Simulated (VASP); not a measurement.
# Ti3Al (Fm-3m) in VASP: notebook

The runs below take Ti3Al through single point, with PBEsol.

Everything below comes from runs of VASP 6.6.1. Logs are shortened: lines on timing, memory, paths and dates and some standing lists are left out, and cuts for length are marked.

### Step 1. The cell of the first run

It takes space group Fm-3m (No. 225, cubic). The conventional cell has a = 6.104 Å, b = 6.104 Å, c = 6.104 Å, α = 90.00°, β = 90.00°, γ = 90.00°. Within 3.5 Å of Ti (site symmetry -43m) lie 10 Ti at 2.64 to 3.05 Å and 4 Al at 2.64 Å. Within 3.5 Å of Ti (site symmetry m-3m) lie 8 Ti at 2.64 Å and 6 Al at 3.05 Å. Al (site symmetry m-3m) has 14 Ti at 2.64 to 3.05 Å within 3.5 Å.

### Step 2. Single point, PBEsol, collinear spin, ferromagnetic start

Contents of INCAR:

```
SYSTEM = Ti3Al
PREC = Accurate
ENCUT = 520
EDIFF = 1E-6
ISMEAR = 0
SIGMA = 0.15
LREAL = .FALSE.
LASPH = .TRUE.
NELM = 150
ALGO = Normal
ISIF = 2
LWAVE = .FALSE.
LCHARG = .FALSE.
ISPIN = 2
MAGMOM = 0.9 0.9 0.9 0
LORBIT = 11
NUPDOWN = 2.7
LMAXMIX = 4
GGA = PS
NBANDS = 32
```

Contents of KPOINTS:

```
regular mesh
0
G
  12 12 12
  0 0 0
```

Contents of POSCAR:

```
Ti3Al
1.0
    0.0000000000      3.0521976457      3.0521976457
    3.0521976457      0.0000000000      3.0521976457
    3.0521976457      3.0521976457      0.0000000000
Ti Al
3 1
Direct
    0.7500000000      0.7500000000      0.7500000000
    0.2500000000      0.2500000000      0.2500000000
    0.0000000000      0.0000000000      0.0000000000
    0.5000000000      0.5000000000      0.5000000000
```

Potentials or basis: VASP PAW PBE potentials, release 64 (Ti_sv, Al).

Command:

```sh
$ cat potpaw_PBE.64/Ti_sv/POTCAR potpaw_PBE.64/Al/POTCAR > POTCAR
$ mpirun -np 1 vasp_std > vasp.out
```

OUTCAR:

```text
SYSTEM = Ti3Al
   PREC = Accurate
   ENCUT = 520
   EDIFF = 1E-6
   ISMEAR = 0
   LREAL = .FALSE.
   LASPH = .TRUE.
   NELM = 150
   ISIF = 2
   ISPIN = 2
   LORBIT = 11
   NUPDOWN = 2.7
   GGA = PS

 ion  position               nearest neighbor table
   1  0.750  0.750  0.750-   3 2.64   4 2.64   4 2.64   4 2.64   4 2.64   3 2.64   3 2.64   3 2.64

   2  0.250  0.250  0.250-   3 2.64   4 2.64   3 2.64   3 2.64   3 2.64   4 2.64   4 2.64   4 2.64

   3  0.000  0.000  0.000-   1 2.64   2 2.64   1 2.64   1 2.64   1 2.64   2 2.64   2 2.64   2 2.64
                             4 3.05   4 3.05   4 3.05   4 3.05   4 3.05   4 3.05
   4  0.500  0.500  0.500-   1 2.64   2 2.64   2 2.64   2 2.64   2 2.64   1 2.64   1 2.64   1 2.64
                             3 3.05   3 3.05   3 3.05   3 3.05   3 3.05   3 3.05

  LATTYP: Found a face centered cubic cell.
 ALAT       =     6.1043952914

  Lattice vectors:

 A1 = (   0.0000000000,   3.0521976457,   3.0521976457)
 A2 = (   3.0521976457,   0.0000000000,   3.0521976457)
 A3 = (   3.0521976457,   3.0521976457,   0.0000000000)

Analysis of symmetry for initial positions (statically):
=====================================================================
 Subroutine PRICEL returns:
 Original cell was already a primitive cell.

 Routine SETGRP: Setting up the symmetry group for a
 face centered cubic supercell.

 Subroutine GETGRP returns: Found 48 space group operations
 (whereof 48 operations were pure point group operations)
 out of a pool of 48 trial point group operations.

The static configuration has the point symmetry O_h .

Analysis of symmetry for dynamics (positions and initial velocities):
=====================================================================
 Subroutine PRICEL returns:
 Original cell was already a primitive cell.

 Routine SETGRP: Setting up the symmetry group for a
 face centered cubic supercell.

 Subroutine GETGRP returns: Found 48 space group operations
 (whereof 48 operations were pure point group operations)
 out of a pool of 48 trial point group operations.

The dynamic configuration has the point symmetry O_h .

Analysis of structural, dynamic, and magnetic symmetry:
=====================================================================
 Subroutine PRICEL returns:
 Original cell was already a primitive cell.

 Routine SETGRP: Setting up the symmetry group for a
 face centered cubic supercell.

 Subroutine GETGRP returns: Found 48 space group operations
 (whereof 48 operations were pure point group operations)
 out of a pool of 48 trial point group operations.

The overall configuration has the point symmetry O_h .

 Subroutine INISYM returns: Found 48 space group operations
 (whereof 48 operations are pure point group operations),
 and found     1 'primitive' translations

----------------------------------------------------------------------------------------

                                     Primitive cell

  volume of cell :      56.8680

  direct lattice vectors                    reciprocal lattice vectors
     0.000000000  3.052197646  3.052197646    -0.163816390  0.163816390  0.163816390
     3.052197646  0.000000000  3.052197646     0.163816390 -0.163816390  0.163816390
     3.052197646  3.052197646  0.000000000     0.163816390  0.163816390 -0.163816390

  length of vectors
     4.316459306  4.316459306  4.316459306     0.283738311  0.283738311  0.283738311

  position of ions in fractional coordinates (direct lattice)
     0.750000000  0.750000000  0.750000000
     0.250000000  0.250000000  0.250000000
     0.000000000  0.000000000  0.000000000
     0.500000000  0.500000000  0.500000000

  ion indices of the primitive-cell ions
   primitive index   ion index
                 1           1
                 2           2
                 3           3
                 4           4

----------------------------------------------------------------------------------------

 KPOINTS: regular mesh

Automatic generation of k-mesh.
 Grid dimensions read from file:
 generate k-points for:   12   12   12

 Generating k-lattice:

  Cartesian coordinates                     Fractional coordinates (reciprocal lattice)
    -0.013651366  0.013651366  0.013651366     0.083333333  0.000000000  0.000000000
     0.013651366 -0.013651366  0.013651366     0.000000000  0.083333333  0.000000000
     0.013651366  0.013651366 -0.013651366     0.000000000  0.000000000  0.083333333

  Length of vectors
     0.023644859  0.023644859  0.023644859

  Shift w.r.t. Gamma in fractional coordinates (k-lattice)
     0.000000000  0.000000000  0.000000000

 Subroutine IBZKPT returns following result:
 ===========================================

 Found     72 irreducible k-points:

 Following reciprocal coordinates:
            Coordinates               Weight
  0.000000  0.000000  0.000000      1.000000
  0.083333  0.000000  0.000000      8.000000
  0.166667  0.000000  0.000000      8.000000
  0.250000  0.000000  0.000000      8.000000
  0.333333  0.000000  0.000000      8.000000
  0.416667  0.000000  0.000000      8.000000
[... 16 lines left out ...]
  0.500000  0.166667  0.000000     24.000000
 -0.416667  0.166667  0.000000     24.000000
 [... further k-points ...]
   k-points           NKPTS =     72   k-points in BZ     NKDIM =     72   number of bands    NBANDS=     32
   number of dos      NEDOS =    301   number of ions     NIONS =      4
   total plane-waves  NPLWV =  32768
   dimension x,y,z NGX =    32 NGY =   32 NGZ =   32
   dimension x,y,z NGXF=    64 NGYF=   64 NGZF=   64
   ions per type =               3   1
   NGX,Y,Z   is equivalent  to a cutoff of  12.32, 12.32, 12.32 a.u.
   NGXF,Y,Z  is equivalent  to a cutoff of  24.65, 24.65, 24.65 a.u.
 SYSTEM =  Ti3Al
   PREC   = accura    normal or accurate (medium, high low for compatibility)
   ISTART =      0    job   : 0-new  1-cont  2-samecut
   ICHARG =      2    charge: 1-file 2-atom 10-const
   ISPIN  =      2    spin polarized calculation?
   LNONCOLLINEAR =      F non collinear calculations
   LSORBIT =      F    spin-orbit coupling
   LASPH  =      T    aspherical Exc in radial PAW
   ENCUT  =  520.0 eV  38.22 Ry    6.18 a.u.   8.03  8.03  8.03*2*pi/ulx,y,z
   NELM   =    150;   NELMIN=  2; NELMDL= -5     # of ELM steps
   EDIFF  = 0.1E-05   stopping-criterion for ELM
   LREAL  =      F    real-space projection
   EDIFFG = 0.1E-04   stopping-criterion for IOM
   NSW    =      0    number of steps for IOM
   IBRION =     -1    ionic relax: 0-MD 1-quasi-New 2-CG
   NFREE  =      0    steps in history (QN), initial steepest desc. (CG)
   ISIF   =      2    stress and relaxation
   ISYM   =      2    0-nonsym 1-usesym 2-fastsym
   POTIM  = 0.5000    time-step for ionic-motion
   TEBEG  =    0.0;   TEEND  =   0.0 temperature during run
   PSTRESS=    0.0 pullay stress
   NELECT =      39.0000    total number of electrons
   NUPDOWN=       2.7000    fix difference up-down
   EMIN   =  10.00;   EMAX   =-10.00  energy-range for DOS
   EFERMI =   0.00;   METHOD = LEGACY
   ISMEAR =     0;   SIGMA  =   0.15  broadening in eV -4-tet -1-fermi 0-gaus
   EFERMI_NEDOS =   21; number of points for ismear=-14 and -15
   IALGO  =     38    algorithm
   IMIX   =      4    mixing-type and parameters
     AMIX     =   0.40;   BMIX     =  1.00
     AMIX_MAG =   1.60;   BMIX_MAG =  1.00
  volume/ion in A,a.u.               =      14.22        95.94
  Fermi-wavevector in a.u.,A,eV,Ry     =   1.443689  2.728177 28.357787  2.084239
  Thomas-Fermi vector in A             =   2.562069
   LORBIT       =     11    0 simple, 1 ext, 2 COOP (PROOUT), +10 PAW based schemes
   GGA     = PS    functional components
   LHFCALC =     F    Hartree Fock is set to
   AEXX    =    0.0000 exact exchange contribution
   IVDW    =     0    specifies the selected vdW correction
   LEPSILON=     F    determine dielectric tensor
   LRPA    =     F    only Hartree local field effects (RPA)
 spin polarized calculation
 Gauss-broadening in eV      SIGMA  =   0.15
  energy-cutoff  :      520.00
  volume of cell :       56.87
 maximum number of plane-waves:      1550
   NGX = 17   NGY = 17   NGZ = 17

 number of electron      38.9999985 magnetization       2.6999999

 Free energy of the ion-electron system (eV)
  ---------------------------------------------------
  ext. energy  EPLUGINS =         0.00000000
  ---------------------------------------------------
  free energy    TOTEN  =       -29.19169601 eV

  energy without entropy =      -29.14252584  energy(sigma->0) =      -29.16711093

 E-fermi :   9.7477     XC(G=0): -12.1634

 val. band max:       10.0556074232   @ k =  -0.4167   0.3333   0.0833
 cond. band min:       9.7522387669   @ k =   0.4167   0.0000   0.0000
 fundamental gap:     -0.3033686563
 Fermi energy:        10.1048221725

 spin component 1

 k-point     1 :       0.0000    0.0000    0.0000
  band No.  band energies     occupation
      1     -46.4497      1.00000
      2     -46.2431      1.00000
      3     -46.0855      1.00000
      4     -22.9336      1.00000
      5     -22.9336      1.00000
      6     -22.9336      1.00000
[... 805 lines left out ...]
     30      15.0711      0.00000
     31      15.3191      0.00000

 [... further k-points ...]

 spin component 2

 k-point     1 :       0.0000    0.0000    0.0000
  band No.  band energies     occupation
      1     -45.9618      1.00000
      2     -45.8421      1.00000
      3     -45.2678      1.00000
      4     -22.3978      1.00000
      5     -22.3978      1.00000
      6     -22.3978      1.00000
[... 805 lines left out ...]
     30      15.5680      0.00000
     31      15.7790      0.00000

 [... further k-points ...]

 [bands above 31 left out]

------------------------ aborting loop because EDIFF is reached ----------------------------------------

  FORCE on cell =-STRESS in cart. coord.  units (eV):
  Direction    XX          YY          ZZ          XY          YZ          ZX
  --------------------------------------------------------------------------------------
  -------------------------------------------------------------------------------------
  Total        7.6670318      7.6670318      7.6670318     -0.0000000     -0.0000000      0.0000000
  in kB      216.0080288    216.0080288    216.0080288     -0.0000000     -0.0000000      0.0000000
  external PRESSURE =     216.0080288 kB  Pullay stress =       0.0000000 kB

 VOLUME and BASIS-vectors are now :
 -----------------------------------------------------------------------------
  energy-cutoff  :      520.00
  volume of cell :       56.87
      direct lattice vectors                 reciprocal lattice vectors
     0.000000000  3.052197646  3.052197646    -0.163816390  0.163816390  0.163816390
     3.052197646  0.000000000  3.052197646     0.163816390 -0.163816390  0.163816390
     3.052197646  3.052197646  0.000000000     0.163816390  0.163816390 -0.163816390

 POSITION                                       TOTAL-FORCE (eV/Angst)
 -----------------------------------------------------------------------------------
      4.57830      4.57830      4.57830        -0.000000     -0.000000      0.000000
      1.52610      1.52610      1.52610         0.000000      0.000000     -0.000000
      0.00000      0.00000      0.00000        -0.000000      0.000000     -0.000000
      3.05220      3.05220      3.05220        -0.000000      0.000000     -0.000000
 -----------------------------------------------------------------------------------
    total drift:                               -0.000000     -0.000000      0.000000

  FREE ENERGIE OF THE ION-ELECTRON SYSTEM (eV)
  ---------------------------------------------------
  free  energy   TOTEN  =       -29.1916960149 eV

  energy  without entropy=      -29.1425258404  energy(sigma->0) =      -29.16711093

 total charge

# of ion       s       p       d       tot
------------------------------------------
    1        2.246   6.174   2.051  10.471
    2        2.246   6.174   2.051  10.471
    3        2.291   6.135   2.119  10.545
    4        0.430   0.485   0.000   0.915
--------------------------------------------------
tot          7.212  18.968   6.222  32.402

 magnetization (x)

# of ion       s       p       d       tot
------------------------------------------
    1        0.006   0.061   0.417   0.483
    2        0.006   0.061   0.417   0.483
    3        0.012   0.053   1.002   1.068
    4       -0.006  -0.001   0.000  -0.008
--------------------------------------------------
tot          0.017   0.173   1.836   2.026
```

Run time: 1.9 min. Hardware: 1 thread of Intel Xeon 6975P-C (Granite Rapids), shared host; peak memory 0.32 GiB.

Results:

```yaml
Free_energy: -29.1917 eV
Pressure: 21.6 GPa
Net_moment: 2.70 μB per cell
Site_moments: Ti +0.48, +1.07; Al -0.01 μB
Valence_electrons_inside_the_program's_atomic_spheres: Ti 10.47, 10.54; Al 0.92
```

Caveat: the PAW data sets were made with another functional, which shifts forces and pressure a little; the total moment is fixed, so each spin has its own Fermi level.

### Step 3. Single point, PBEsol, collinear spin, ferromagnetic start

This run uses another cell than the first one, of 13.20 Å³/atom, 0.929 times its volume.

Contents of INCAR:

```
SYSTEM = Ti3Al
PREC = Accurate
ENCUT = 520
EDIFF = 1E-6
ISMEAR = 0
SIGMA = 0.15
LREAL = .False.
LASPH = .True.
NELM = 150
ALGO = Fast
ISIF = 2
LWAVE = .False.
LCHARG = .False.
ISPIN = 2
MAGMOM = 0.6 0.6 0.6 0
LORBIT = 11
NUPDOWN = 1.8
LMAXMIX = 4
GGA = PS
NBANDS = 32
```

Contents of KPOINTS:

```
regular mesh
0
Gamma
  12 12 12
  0 0 0
```

Contents of POSCAR:

```
Ti3Al
1.0
    0.0000000000      2.9776862962      2.9776862962
    2.9776862962      0.0000000000      2.9776862962
    2.9776862962      2.9776862962      0.0000000000
Ti Al
3 1
Direct
    0.7500000000      0.7500000000      0.7500000000
    0.2500000000      0.2500000000      0.2500000000
    0.0000000000      0.0000000000      0.0000000000
    0.5000000000      0.5000000000      0.5000000000
```

Potentials or basis: VASP PAW PBE potentials, release 64 (Ti_sv, Al).

Command:

```sh
$ cat potpaw_PBE.64/Ti_sv/POTCAR potpaw_PBE.64/Al/POTCAR > POTCAR
$ mpirun -np 1 vasp_std > vasp.out
```

It took 8.2 min on 1 thread of Intel Xeon Platinum 8488C (Sapphire Rapids), shared host; peak memory 0.32 GiB.

It converged, with:

| Property | Result |
| --- | --- |
| Free energy | -28.5841 eV |
| Pressure | 36.0 GPa |
| Net moment | 1.80 μB per cell |
| Site moments | Ti +0.28, +0.82; Al -0.00 μB |
| Valence electrons inside the program's atomic spheres | Ti 10.60, 10.67; Al 0.96 |

Caveat: the PAW data sets were made with another functional, which shifts forces and pressure a little; the total moment is fixed, so each spin has its own Fermi level.

### Step 4. Single point, PBEsol, collinear spin, ferromagnetic start

This run uses another cell than the first one, of 13.20 Å³/atom, 0.929 times its volume.

Contents of INCAR:

```
SYSTEM = Ti3Al
PREC = Accurate ; ENCUT = 520
EDIFF = 1E-6 ; ISMEAR = 0
SIGMA = 0.15 ; LREAL = .FALSE.
LASPH = .TRUE. ; NELM = 150
ALGO = Normal ; ISIF = 2
LWAVE = .FALSE. ; LCHARG = .TRUE.
ISPIN = 2 ; MAGMOM = 0.8 0.8 0.8 0
LORBIT = 11 ; NUPDOWN = 2.4
LMAXMIX = 4 ; GGA = PS
LELF = .TRUE. ; LVHAR = .TRUE.
NBANDS = 32
```

Contents of KPOINTS:

```
regular mesh
0
G
  12 12 12
  0 0 0
```

POSCAR is that of step 3.

Command:

```sh
$ cat potpaw_PBE.64/Ti_sv/POTCAR potpaw_PBE.64/Al/POTCAR > POTCAR
$ mpirun -np 1 vasp_std > vasp.out
```

Wall time 3.3 min (1 thread of Intel Xeon Platinum 8488C (Sapphire Rapids), shared host); peak memory 0.31 GiB.

Results (log left out):

| Item | Value |
| --- | --- |
| Free energy | -28.5077 eV |
| Pressure | 37.0 GPa |
| Net moment | 2.40 μB per cell |
| Site moments | Ti +0.42, +0.99; Al +0.00 μB |
| Valence electrons inside the program's atomic spheres | Ti 10.59, 10.67; Al 0.96 |

Caveat: the PAW data sets were made with another functional, which shifts forces and pressure a little; the total moment is fixed, so each spin has its own Fermi level.

(Continued in part 2 of 2.)
